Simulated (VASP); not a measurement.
Here is a VASP 6.6.1 calculation.

The input INCAR:

```
SYSTEM = TiAl3
PREC = Accurate
ENCUT = 520
EDIFF = 1E-6
ISMEAR = 0
SIGMA = 0.15
LREAL = .False.
LASPH = .True.
NELM = 60
ALGO = Fast
ISIF = 2
LWAVE = .False.
LCHARG = .False.
GGA = PS
NBANDS = 18
```

KPOINTS

```
regular mesh
0
Gamma
  14 14 14
  0 0 0
```

Contents of POSCAR:

```
TiAl3
1.0
   -1.8630291000      1.8630291000      4.4762826053
    1.8630291000     -1.8630291000      4.4762826053
    1.8630291000      1.8630291000     -4.4762826053
Ti Al
1 3
Direct
    0.0000000000      0.0000000000      0.0000000000
    0.5000000000      0.5000000000      0.0000000000
    0.7500000000      0.2203811792      0.4703811792
    0.2500000000      0.7796188208      0.5296188208
```

Potentials or basis: VASP PAW PBE potentials, release 64 (Ti_sv, Al).

Run with:

```sh
$ cat potpaw_PBE.64/Ti_sv/POTCAR potpaw_PBE.64/Al/POTCAR > POTCAR
$ mpirun -np 1 vasp_std > vasp.out
```

(1) Predict the pressure.

(2) Estimate the band gap on the k mesh.

(3) Predict the largest force.

Results:

(1) 2.2 GPa.

(2) zero (an odd number of electrons rules out a gap without spin polarisation).

(3) 1.584 eV/Å.

Caveat: the cell differs from its parent crystal (atoms displaced along a vibrational mode, the cell strained); the stress differs along the axes, from -8 to 8 GPa; the PAW data sets were made with another functional, which shifts forces and pressure a little.
